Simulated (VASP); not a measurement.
Here is a VASP 6.6.1 calculation.

INCAR

```
PREC     = Accurate       # precision mode
ENCUT    = 520            # plane-wave cutoff, eV
EDIFF    = 1E-6           # SCF threshold, eV
ISMEAR   = -1             # smearing method
SIGMA    = 0.05           # smearing width, eV
LREAL    = False          # projectors in reciprocal space
LASPH    = True           # aspherical terms in the spheres
NELM     = 60             # most SCF steps
ALGO     = Normal         # electronic algorithm
ISIF     = 2              # what is computed and relaxed
LWAVE    = False          # write WAVECAR
LCHARG   = True           # write CHGCAR
GGA      = PE             # functional
IVDW     = 12             # dispersion correction
LELF     = True           # ELF
LVHAR    = True         
NBANDS   = 31             # bands
```

The input KPOINTS:

```
regular mesh
0
Gamma
  6 6 3
```

Contents of POSCAR:

```
ZnCd2N2
1.0
    3.4564184348     -2.0038050895      0.0000000000
    3.4564184348      2.0038050895      0.0000000000
   -2.3118646613      0.0000000000      6.6381862460
Zn Cd N
1 2 2
Direct
    0.5000000000      0.5000000000      0.5000000000
    0.2750600000      0.2750600000      0.8274200000
    0.7249400000      0.7249400000      0.1725800000
    0.4051300000      0.4051300000      0.2156900000
    0.5948700000      0.5948700000      0.7843100000
```

Potentials or basis: VASP PAW PBE potentials, release 64 (Zn, Cd, N).

The run is started by

```console
$ cat potpaw_PBE.64/Zn/POTCAR potpaw_PBE.64/Cd/POTCAR potpaw_PBE.64/N/POTCAR > POTCAR
$ mpirun -np 1 vasp_std > vasp.out
```

Problem. Estimate the band gap on the k mesh.

Solution. Zero (bands 23 and 24 overlap by 0.30 eV).

Problem. What does it give for the dispersion energy per atom?

Solution. -0.244 eV.

Forces on the atoms (eV/Å):
```
Zn   0.000  0.000  0.000
Cd   0.008  0.000  0.017
Cd  -0.008  0.000 -0.017
N    0.008  0.000  0.256
N   -0.008  0.000 -0.256
```

Caveat: the cell stands under tension; semilocal functionals underestimate gaps, and a narrow one can read as zero.
